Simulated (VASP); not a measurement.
A run of VASP 6.6.1 is set up as follows.

The input INCAR:

```
  PREC = Accurate
  ENCUT = 520
  EDIFF = 1E-6
  ISMEAR = -1
  SIGMA = 0.1
  LREAL = False
  LASPH = True
  NELM = 100
  ALGO = Normal
  ISIF = 2
  LWAVE = False
  LCHARG = False
  GGA = PE
  NBANDS = 17
```

KPOINTS

```
Automatic mesh
0
Gamma
  6 6 6
```

POSCAR

```
PbS
1.0
    0.0000000000      2.9657500000      2.9657500000
    2.9657500000      0.0000000000      2.9657500000
    2.9657500000      2.9657500000      0.0000000000
Pb S
1 1
Direct
    0.0000000000      0.0000000000      0.0000000000
    0.5000000000      0.5000000000      0.5000000000
```

Potentials or basis: VASP PAW PBE potentials, release 64 (Pb_d, S).

Command:

```sh
$ cat potpaw_PBE.64/Pb_d/POTCAR potpaw_PBE.64/S/POTCAR > POTCAR
$ mpirun -np 1 vasp_std > vasp.out
```

Question: Estimate the pressure.

Answer: 2.1 GPa.

Question: Estimate the band gap on the k mesh.

Answer: 0.37 eV, direct.

Caveat: spin-orbit coupling is left out, which moves the levels of the heavy elements. A k mesh can miss the band edges.
